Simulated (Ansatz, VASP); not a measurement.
In in VASP and in Ansatz

```
In
1.0
     7.86065    0.00000    0.00000
     0.00000    7.86065    0.00000
     0.00000    0.00000    3.03514
In
6
Direct
  0.13863 0.36137 0.00000
  0.36137 0.86137 0.00000
  0.86137 0.63863 0.00000
  0.63863 0.13863 0.00000
  0.00000 0.00000 0.00000
  0.50000 0.50000 0.00000
```

Alike in both runs: functional PBE; k mesh 2 × 2 × 6; occupations gaussian, width 0.1 eV; no spin polarisation.

Ansatz relaxed the structure, and its values are those at the end. VASP's run is a single point on that final structure, the one shown.

|  | VASP | Ansatz |
| --- | --- | --- |
| version | VASP 6.6.1 | Ansatz 0.2.0 |
| potentials or method | VASP PAW PBE potentials, release 64 (In_d), cutoff 520 eV | scalar-relativistic, plane waves, PAW |
| valence electrons in the cell | 78 | 78 |

```csv
,VASP,Ansatz,Ansatz less VASP
gap on the k mesh at the Fermi level (eV),none,none,-
pressure (GPa),-0.2,-0.1,+0.12
rms of the force components (eV/Å),0.009,0.009,+0.0001
```

A gap of «none» marks a metal or a gap that the smearing closes.

The k mesh is coarse, so the values compare programs but aren't converged.
